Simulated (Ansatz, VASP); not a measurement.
# One calculation of Yb, two programs

```
Yb
1.0
    -2.08690    2.08690    2.08690
     2.08690   -2.08690    2.08690
     2.08690    2.08690   -2.08690
Yb
1
Direct
  0.00000 0.00000 0.00000
```

Alike in both runs: task single point; functional BLYP; k mesh 12 × 12 × 12; occupations fermi-dirac, width 0.1 eV; no spin polarisation.

|  | VASP | Ansatz |
| --- | --- | --- |
| version | VASP 6.6.1 | Ansatz 0.2.0 |
| potentials or method | VASP PAW PBE potentials, release 64 (Yb), cutoff 520 eV | plane waves (420 eV) with PAW, scalar-relativistic |
| valence electrons in the cell | 24 | 24 |

```csv
,VASP,Ansatz,Ansatz less VASP
pressure (GPa),-1.2,0.0,+1.20
```

VASP's potentials were made for PBE, not for BLYP.

Spin-orbit coupling is off throughout.
